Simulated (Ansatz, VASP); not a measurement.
# KMgF3: VASP beside Ansatz

```xyz
5
Lattice="4.0957 -0.6301 -0.6301 -0.6301 4.0957 -0.6301 -0.6301 -0.6301 4.0957" Properties=species:S:1:pos:R:3 pbc="T T T"
K     1.4177    1.4177    1.4177
Mg    0.0000    0.0000    0.0000
F     2.0478   -0.3151   -0.3151
F    -0.3151    2.0478   -0.3151
F    -0.3151   -0.3151    2.0478
```

Alike in both runs: task single point; functional LDA; k mesh 6 × 6 × 6; occupations gaussian, width 0.05 eV; no spin polarisation.

|  | VASP | Ansatz |
| --- | --- | --- |
| version | VASP 6.6.1 | Ansatz 0.2.0 |
| potentials or method | VASP PAW LDA potentials, release 64 (K_sv, Mg, F), cutoff 520 eV | scalar-relativistic, plane waves, PAW |
| valence electrons in the cell | 32 | 40 |

|  | VASP | Ansatz | Ansatz less VASP |
| --- | --- | --- | --- |
| gap on the k mesh at the Fermi level (eV) | 5.08 | 5.12 | +0.036 |
| least direct gap on the mesh (eV) | 5.09 | 5.12 | +0.036 |
| pressure (GPa) | -1.6 | -0.8 | +0.86 |
| traceless stress, the component that is largest in VASP (GPa) | 14.86 | 14.74 | -0.123 |

LDA's correlation is that of Perdew and Zunger in VASP and of Perdew and Wang (1992) in Ansatz. VASP's potentials hold 32 valence electrons a cell and Ansatz's 40, so a difference there can come from the potentials and not from the codes.
